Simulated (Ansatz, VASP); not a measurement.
## Two plane-wave programs on H

```
CELL_PARAMETERS angstrom
2.62348 -2.56690 0.00000
2.62348 2.56690 0.00000
0.00000 0.00000 4.14182
ATOMIC_POSITIONS crystal
H 0.89612 0.98953 0.14094
H 0.45330 0.54670 0.43149
H 0.54670 0.45330 0.56851
H 0.04670 0.95330 0.93149
```

Alike in both runs: task single point; functional LDA; k mesh 6 × 6 × 6; occupations gaussian, width 0.05 eV; no spin polarisation.

|  | VASP | Ansatz |
| --- | --- | --- |
| version | VASP 6.6.1 | Ansatz 0.2.0 |
| potentials or method | VASP PAW LDA potentials, release 64 (H), cutoff 520 eV | scalar-relativistic, plane waves, PAW |
| valence electrons in the cell | 4 | 4 |

|  | VASP | Ansatz | Ansatz less VASP |
| --- | --- | --- | --- |
| gap on the k mesh at the Fermi level (eV) | 6.46 | 6.46 | +0.003 |
| least direct gap on the mesh (eV) | 6.75 | 6.76 | +0.003 |
| pressure (GPa) | -4.1 | -4.0 | +0.12 |
| traceless stress, the component that is largest in VASP (GPa) | -5.56 | -5.57 | -0.013 |
| rms of the force components (eV/Å) | 1.669 | 1.672 | +0.0023 |

LDA's correlation is that of Perdew and Zunger in VASP and of Perdew and Wang (1992) in Ansatz. Atom by atom the forces differ by 0.005 eV/Å (rms over components).
